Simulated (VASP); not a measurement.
Here is a VASP 6.6.1 calculation.

INCAR

```
ALGO = Normal ; EDIFF = 1E-6
ENCUT = 500 ; GGA = PE
GGA_COMPAT = False ; ISIF = 2
ISMEAR = 0 ; LASPH = True
LCHARG = False ; LREAL = False
LWAVE = False ; NBANDS = 19
NELM = 120 ; PREC = Accurate
SIGMA = 0.2
```

KPOINTS

```
k-points
0
Gamma
  5 5 2
```

POSCAR

```
Al3B2Sb
1.0
    3.4538460376      0.0000000000      0.0000000000
   -1.7269230188      2.9911184093      0.0000000000
    0.0000000000      0.0000000000     11.7461246142
Al B Sb
3 2 1
Direct
    0.0000000000      0.0000000000      0.7420922430
    0.0000000000      0.0000000000      0.2579077570
    0.0000000000      0.0000000000      0.0000000000
    0.3333333333      0.6666666667      0.0000000000
    0.6666666667      0.3333333333      0.0000000000
    0.0000000000      0.0000000000      0.5000000000
```

Potentials or basis: VASP PAW PBE potentials, release 64 (Al, B, Sb).

Run with:

```bash
$ cat potpaw_PBE.64/Al/POTCAR potpaw_PBE.64/B/POTCAR potpaw_PBE.64/Sb/POTCAR > POTCAR
$ mpirun -np 1 vasp_std > vasp.out
```

(1) Estimate the largest force.

(2) Predict the band gap on the k mesh.

## Answers

(1) 0.039 eV/Å.

(2) zero (bands 10 and 11 overlap by 1.02 eV).

Caveat: the k points lie up to 0.42 Å⁻¹ apart, too coarse for converged energies and pressures of a metal; spin-orbit coupling is left out, which moves the levels of the heavy elements.
